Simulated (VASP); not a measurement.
Wanted: the native input for a VASP 6.6.1 run.

| Item | Value |
| --- | --- |
| Task | single point |
| Functional | PBEsol |
| Potentials or basis | VASP PAW PBE potentials, release 64 (Ge_d) |
| Cutoff | 520 eV |
| k mesh | 13 × 13 × 13 |
| Occupations | fermi-dirac, width 0.05 eV |
| Spin | no spin polarisation |
| Dipole correction | no |
| Further INCAR settings | ALGO = Normal; EDIFF = 1e-07; NBANDS = 21 |

The structure of Ge lies in POSCAR:

```
Ge
1.0
    0.0000000000      2.4456721356      2.4456721356
    2.4456721356      0.0000000000      2.4456721356
    2.4456721356      2.4456721356      0.0000000000
Ge
2
Direct
   -0.1250000000     -0.1250000000     -0.1250000000
    0.1250000000      0.1250000000      0.1250000000
```

This cell differs from its parent crystal: volume scaled by 0.64.

These files were run (other wordings do the same):

INCAR

```
PREC     = Accurate       # precision mode
ENCUT    = 520            # plane-wave cutoff, eV
EDIFF    = 1E-7           # SCF threshold, eV
ISMEAR   = -1             # smearing method
SIGMA    = 0.05           # smearing width, eV
LREAL    = False          # projectors in reciprocal space
LASPH    = True           # aspherical terms in the spheres
NELM     = 60             # most SCF steps
ALGO     = Normal         # electronic algorithm
ISIF     = 2              # what is computed and relaxed
LWAVE    = False          # write WAVECAR
LCHARG   = True           # write CHGCAR
GGA      = PS             # functional
LELF     = True           # ELF
LVHAR    = True         
NBANDS   = 21             # bands
```

KPOINTS

```
Automatic mesh
0
Gamma
  13 13 13
```

Potentials or basis: VASP PAW PBE potentials, release 64 (Ge_d).

Command:

```sh
$ cat potpaw_PBE.64/Ge_d/POTCAR > POTCAR
$ mpirun -np 1 vasp_std > vasp.out
```

It gave:

* Pressure: 83.7 GPa
* Band gap on the k mesh: zero (band 14 reaches 10.31 eV, above the bottom of band 15 at 9.90 eV)

Caveat: the PAW data sets were made with another functional, which shifts forces and pressure a little.

Run time: 57 s on 1 thread of AMD EPYC 7R43 64-Core Processor (Zen 3), on a shared host, peak memory 0.14 GiB.
